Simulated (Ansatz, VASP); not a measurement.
One calculation of Ti3Se, two programs

The input INCAR:

```
PREC = Accurate
ENCUT = 520
EDIFF = 1E-6
ISMEAR = -1
SIGMA = 0.05
LREAL = F
LASPH = T
NELM = 150
ALGO = Normal
ISIF = 2
LWAVE = F
LCHARG = T
LMAXMIX = 4
LDAU = T
LDAUTYPE = 2
LDAUL = -1 2
LDAUU = 0 6
LDAUJ = 0 0
LDAUPRINT = 1
GGA = PE
LELF = T
LVHAR = T
NBANDS = 29
```

KPOINTS

```
Automatic mesh
0
Gamma
  10 10 4
```

The input POSCAR:

```
Ti3Se
1.0
    3.1974455988      0.0000000000      0.0000000000
   -1.5987227994      2.7690691158      0.0000000000
    0.0000000000      0.0000000000      7.9427450000
Se Ti
1 3
Direct
    0.0000000000      0.0000000000      0.0000000000
    0.6666666667      0.3333333333      0.5000000000
    0.3333333333      0.6666666667      0.7729020000
    0.3333333333      0.6666666667      0.2270980000
```

Contents of input.yaml:

```yaml
crystal:
  lattice:
    - [3.1974455988, 0.0, 0.0]
    - [-1.5987227994, 2.7690691158, 0.0]
    - [0.0, 0.0, 7.942745]
  atoms:
    - { symbol: Se, position: [0.0, 0.0, 0.0] }
    - { symbol: Ti, position: [0.6666666667, 0.3333333333, 0.5] }
    - { symbol: Ti, position: [0.3333333333, 0.6666666667, 0.772902] }
    - { symbol: Ti, position: [0.3333333333, 0.6666666667, 0.227098] }
hamiltonian:
  xc: pbe
  pseudopotentials: { kind: paw }
  hubbard: { sites: [{ species: Ti, l: d, u_eff: 6.0 }] }
kpoints:
  mp_grid: { grid: [10, 10, 4] }
  band_path:
    path:
      - [[0.0, 0.0, 0.0], [0.5, 0.0, 0.0], [0.3333333333, 0.3333333333, 0.0], [0.0, 0.0, 0.0], [0.0, 0.0, 0.5], [0.5, 0.0, 0.5], [0.3333333333, 0.3333333333, 0.5], [0.0, 0.0, 0.5]]
      - [[0.5, 0.0, 0.5], [0.5, 0.0, 0.0]]
      - [[0.3333333333, 0.3333333333, 0.0], [0.3333333333, 0.3333333333, 0.5]]
    npoints: 14
scf:
  occupations: { method: fermi_dirac, width: 0.05 }
  n_extra_bands: 10
output:
  forces: true
  stress: true
  eigenvalues: true
  fatbands: false
```

Alike in both runs: functional PBE; k mesh 10 × 10 × 4; occupations fermi-dirac, width 0.05 eV; no spin polarisation; Hubbard terms Ti d U = 6.0 eV.

```csv
,VASP,Ansatz
version,VASP 6.6.1,Ansatz 0.2.0
potentials or method,"VASP PAW PBE potentials, release 64 (Se, Ti_sv)",Ansatz PAW
plane-wave cutoff (eV),520,420
valence electrons in the cell,42,52
task,single point,band structure
```

VASP gave:

* gap on the k mesh at the Fermi level (eV): none
* pressure (GPa): 9.9
* traceless stress, the component that is largest in VASP (GPa): 3.18
* rms of the force components (eV/Å): 0.029

Task: Which values does Ansatz return?

Result: gap on the k mesh at the Fermi level (eV): none; pressure (GPa): 16.0; traceless stress, the component that is largest in VASP (GPa): 3.48; rms of the force components (eV/Å): 0.098.

The programs project onto different local orbitals, so the same U acts differently, and such runs can settle in different states. Atom by atom the forces differ by 0.069 eV/Å (rms over components). A gap of «none» marks a metal or a gap that the smearing closes. VASP's potentials hold 42 valence electrons a cell and Ansatz's 52, so a difference there can come from the potentials and not from the codes.
